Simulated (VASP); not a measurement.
Crystal: ReP2.

```
Re P
1.0
     2.67049    0.00000    0.00000
    -1.33524    2.31271    0.00000
     0.00000    0.00000    7.31623
Re P
1 2
Direct
  0.00000 0.00000 0.50000
  0.00000 0.00000 0.15935
  0.00000 0.00000 0.84065
```

The cell was generated, and may not be a known phase.

* Program: VASP 6.6.1
* Task: relaxation of cell and atoms
* Functional: PBE
* Potentials or basis: VASP PAW PBE potentials, release 64 (Re, P)
* Cutoff: 600 eV
* k mesh: 18 × 18 × 6
* Occupations: gaussian, width 0.1 eV
* Spin: no spin polarisation

At the start: pressure -0.8 GPa; volume 15.06 Å³/atom.

Where does the relaxation end?

Over 9 steps the energy falls by 8.0 meV/atom and the volume is 15.15 Å³/atom (+0.6 %); space group P6/mmm (No. 191, to 0.1 Å) before and after.

Step by step:
```tsv
step	energy change (eV)	largest force (eV/Å)	pressure (GPa)	volume (Å³)
1	0.0000	0.1334	-0.79	45.19
2	-0.0077	0.2530	2.22	44.68
3	-0.0152	0.2010	0.89	44.89
4	-0.0196	0.1941	-0.34	45.33
5	-0.0204	0.1854	-1.04	45.58
6	-0.0231	0.1012	-0.60	45.54
7	-0.0241	0.0077	-0.15	45.50
8	-0.0241	0.0005	-0.12	45.50
9	-0.0241	0.0005	-0.04	45.46
```

Final structure:
```
CELL_PARAMETERS angstrom
2.65169 0.00000 0.00000
-1.32584 2.29643 0.00000
0.00000 0.00000 7.46602
ATOMIC_POSITIONS crystal
Re 0.00000 0.00000 0.50000
P 0.00000 0.00000 0.16432
P 0.00000 0.00000 0.83568
```

Caveat: the highest band is partly filled, so the run has too few bands.
